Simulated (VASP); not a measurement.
Si10H5Cl, 32 atoms in the cell. The cell holds a slab with vacuum, 32 atoms: a = 7.679 Å, b = 7.679 Å, c = 20.254 Å, α = 90.00°, β = 90.00°, γ = 90.00°. 

| Item | Value |
| --- | --- |
| Program | VASP 6.6.1 |
| Task | single point |
| Functional | PBE |
| Potentials or basis | VASP PAW PBE potentials, release 64 (H, Si, Cl) |
| Cutoff | 520 eV |
| k mesh | 2 × 2 × 1 |
| Occupations | fermi-dirac, width 0.02 eV |
| Spin | no spin polarisation |
| Dipole correction | no |
| Further INCAR settings | LREAL = Auto; ALGO = Normal; EDIFF = 1e-07; NBANDS = 74 |

Potentials or basis: VASP PAW PBE potentials, release 64 (H, Si, Cl).

Run with:

```sh
$ cat potpaw_PBE.64/H/POTCAR potpaw_PBE.64/Si/POTCAR potpaw_PBE.64/Cl/POTCAR > POTCAR
$ mpirun -np 1 vasp_std > vasp.out
```

Hardware: 1 thread of Intel(R) Xeon(R) Platinum 8259CL CPU @ 2.50GHz (Skylake/Cascade Lake), on a shared host.

Q: How long does it take, and how much memory?

A: It took 22 min on 1 thread of Intel(R) Xeon(R) Platinum 8259CL CPU @ 2.50GHz (Skylake/Cascade Lake), on a shared host, peak memory 1.2 GiB. Counts: scf iterations 31, k points 4.
